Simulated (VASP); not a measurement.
Write the native input for VASP 6.6.1 that does the following.

```yaml
Task: single point
Functional: r2SCAN
Potentials_or_basis: VASP PAW PBE potentials, release 64 (Pb_d, O)
Cutoff: 660 eV
k_mesh: 6 × 6 × 6
Occupations: tetrahedron
Spin: no spin polarisation
Dipole_correction: no
Further_INCAR_settings: ALGO = Normal; EDIFF = 1e-06; NBANDS = 20
```

Crystal: PbO2.

```
Pb O
1.0
     0.00000    2.70199    2.70199
     2.70199    0.00000    2.70199
     2.70199    2.70199    0.00000
Pb O
1 2
Direct
  0.00000 0.00000 0.00000
  0.25000 0.25000 0.25000
  0.75000 0.75000 0.75000
```

One way to write it, as run:

POSCAR

```
PbO2
1.0
    0.0000000000      2.7019920000      2.7019920000
    2.7019920000      0.0000000000      2.7019920000
    2.7019920000      2.7019920000      0.0000000000
Pb O
1 2
Direct
    0.0000000000      0.0000000000      0.0000000000
    0.2500000000      0.2500000000      0.2500000000
    0.7500000000      0.7500000000      0.7500000000
```

INCAR.step1

```
SYSTEM = PbO2
ALGO = Normal ; EDIFF = 1E-5
ENCUT = 660 ; GGA = PE
GGA_COMPAT = .False. ; ISMEAR = -5
LASPH = .True. ; LCHARG = .False.
LREAL = .False. ; LWAVE = .True.
NBANDS = 20 ; NELM = 120
PREC = Accurate ; SIGMA = 0.1
```

INCAR.step2

```
SYSTEM = PbO2
ALGO = Normal ; EDIFF = 1E-6
ENCUT = 660 ; GGA_COMPAT = .False.
ISIF = 2 ; ISMEAR = -5
ISTART = 1 ; LASPH = .True.
LCHARG = .False. ; LMIXTAU = .True.
LREAL = .False. ; LWAVE = .False.
METAGGA = R2SCAN ; NBANDS = 20
NELM = 120 ; PREC = Accurate
SIGMA = 0.1
```

KPOINTS

```
k-points
0
Gamma
  6 6 6
  0 0 0
```

Potentials or basis: VASP PAW PBE potentials, release 64 (Pb_d, O).

Run with:

```bash
$ cat potpaw_PBE.64/Pb_d/POTCAR potpaw_PBE.64/O/POTCAR > POTCAR
$ cp INCAR.step1 INCAR
$ mpirun -np 1 vasp_std > vasp.out
$ cp INCAR.step2 INCAR
$ mpirun -np 1 vasp_std > vasp.out
```

Results of the run:

The pressure is -6.3 GPa and the band gap on the k mesh is zero (bands 13 and 14 overlap by 1.22 eV).

Caveat: the cell stands under tension; the PAW data sets were made with another functional, which shifts forces and pressure a little; spin-orbit coupling is left out, which moves the levels of the heavy elements; tetrahedron occupations give inexact forces and stress in metals.

Run time: 80 s on 1 thread of Intel(R) Xeon(R) Platinum 8259CL CPU @ 2.50GHz (Skylake/Cascade Lake), with other jobs on the host, peak memory 0.19 GiB.
